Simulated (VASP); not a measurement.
Wanted: the native input for a VASP 6.6.1 run.

```yaml
Task: single point
Functional: r2SCAN
Potentials_or_basis: VASP PAW PBE potentials, release 64 (Hf_pv, S)
Cutoff: 520 eV
k_mesh: 3 × 3 × 1
Occupations: gaussian, width 0.1 eV
Spin: no spin polarisation
Dipole_correction: no
Further_INCAR_settings: ALGO = Normal; EDIFF = 1e-07; NBANDS = 35
```

The system is Hf2S.

```
Hf S
1.0
     3.37427    0.00000    0.00000
    -1.68714    2.92221    0.00000
     0.00000    0.00000   11.71741
Hf S
4 2
Cartesian
  1.6871 0.9741 10.5435
  0.0000 1.9481 4.6848
  1.6871 0.9741 7.0327
  0.0000 1.9481 1.1739
  0.0000 0.0000 8.7881
  0.0000 0.0000 2.9294
```

One way to write it, as run:

POSCAR

```
Hf2S
1.0
    3.3742737662      0.0000000000      0.0000000000
   -1.6871368831      2.9222068008      0.0000000000
    0.0000000000      0.0000000000     11.7174070300
Hf S
4 2
Direct
    0.6666666667      0.3333333333      0.8998116400
    0.3333333333      0.6666666667      0.3998116400
    0.6666666667      0.3333333333      0.6001883600
    0.3333333333      0.6666666667      0.1001883600
    0.0000000000      0.0000000000      0.7500000000
    0.0000000000      0.0000000000      0.2500000000
```

INCAR.step1

```
ALGO = Normal
EDIFF = 1E-4
ENCUT = 520
GGA = PE
ISMEAR = 0
LASPH = T
LCHARG = F
LREAL = F
LWAVE = T
NBANDS = 35
NELM = 60
PREC = Accurate
SIGMA = 0.1
```

INCAR.step2

```
ALGO = Normal
EDIFF = 1E-7
ENCUT = 520
ISIF = 2
ISMEAR = 0
ISTART = 1
LASPH = T
LCHARG = F
LMIXTAU = T
LREAL = F
LWAVE = F
METAGGA = R2SCAN
NBANDS = 35
NELM = 60
PREC = Accurate
SIGMA = 0.1
```

KPOINTS

```
k-points
0
Gamma
  3 3 1
```

Potentials or basis: VASP PAW PBE potentials, release 64 (Hf_pv, S).

Command:

```bash
$ cat potpaw_PBE.64/Hf_pv/POTCAR potpaw_PBE.64/S/POTCAR > POTCAR
$ cp INCAR.step1 INCAR
$ mpirun -np 1 vasp_std > vasp.out
$ cp INCAR.step2 INCAR
$ mpirun -np 1 vasp_std > vasp.out
```

It gave:

| Property | Result |
| --- | --- |
| Pressure | 0.7 GPa |
| Largest force | 0.216 eV/Å |
| Band gap on the k mesh | zero (bands 26 and 27 overlap by 0.64 eV) |

Caveat: the k points lie up to 0.72 Å⁻¹ apart, too coarse for converged energies and pressures of a metal; the PAW data sets were made with another functional, which shifts forces and pressure a little; spin-orbit coupling is left out, which moves the levels of the heavy elements.

Run time: 100 s on 1 thread of AMD EPYC 7R43 64-Core Processor (Zen 3), with other jobs on the host, peak memory 0.23 GiB.
